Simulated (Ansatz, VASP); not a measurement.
**As in VASP and in Ansatz**

```xyz
2
Lattice="1.8799 1.0853 3.3282 -1.8799 1.0853 3.3282 0.0000 -2.1707 3.3282" Properties=species:S:1:pos:R:3 pbc="T T T"
As    0.0000    0.0000    2.3021
As    0.0000    0.0000    7.6826
```

Alike in both runs: functional LDA; k mesh 15 × 15 × 15; occupations gaussian, width 0.1 eV; no spin polarisation.

Ansatz relaxed the structure, and its values are those at the end. VASP's run is a single point on that final structure, the one shown.

|  | VASP | Ansatz |
| --- | --- | --- |
| version | VASP 6.6.1 | Ansatz 0.2.0 |
| potentials or method | VASP PAW LDA potentials, release 64 (As), cutoff 500 eV | scalar-relativistic, plane waves, PAW |
| valence electrons in the cell | 10 | 30 |

Ansatz gave:

* gap on the k mesh at the Fermi level (eV): none
* pressure (GPa): 0.0
* rms of the force components (eV/Å): 0.000

Question: What did VASP give for the same quantities?

Answer: gap on the k mesh at the Fermi level (eV): none; pressure (GPa): 0.4; rms of the force components (eV/Å): 0.037.

LDA's correlation is that of Perdew and Zunger in VASP and of Perdew and Wang (1992) in Ansatz. A gap of «none» marks a metal or a gap that the smearing closes. VASP's potentials hold 10 valence electrons a cell and Ansatz's 30, so a difference there can come from the potentials and not from the codes.
